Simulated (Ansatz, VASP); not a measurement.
Two plane-wave programs on GaCuSe2

```
Cu Se Ga
1.0
    -2.80413    2.80413    5.54928
     2.80413   -2.80413    5.54928
     2.80413    2.80413   -5.54928
Cu Se Ga
2 4 2
Cartesian
  0.0000 0.0000 0.0000
  0.0000 2.8041 2.7746
  1.3816 1.4021 1.3873
  1.4021 -1.4225 4.1620
  1.4225 1.4021 6.9366
  -1.4021 1.4225 4.1620
  0.0000 0.0000 5.5493
  2.8041 0.0000 2.7746
```

Alike in both runs: task single point; functional PBE; k mesh 6 × 6 × 6; occupations fermi-dirac, width 0.02 eV; no spin polarisation.

|  | VASP | Ansatz |
| --- | --- | --- |
| version | VASP 6.6.1 | Ansatz 0.2.0 |
| potentials or method | VASP PAW PBE potentials, release 64 (Cu, Se, Ga_d) | plane waves, PAW |
| plane-wave cutoff (eV) | 520 | 420 |
| valence electrons in the cell | 72 | 128 |

|  | VASP | Ansatz | Ansatz less VASP |
| --- | --- | --- | --- |
| pressure (GPa) | 2.7 | 2.5 | -0.20 |
| rms of the force components (eV/Å) | 0.062 | 0.068 | +0.0052 |

The functional is the same, so the differences come from potentials, cutoffs and numerics. VASP's potentials hold 72 valence electrons a cell and Ansatz's 128, so a difference there can come from the potentials and not from the codes.
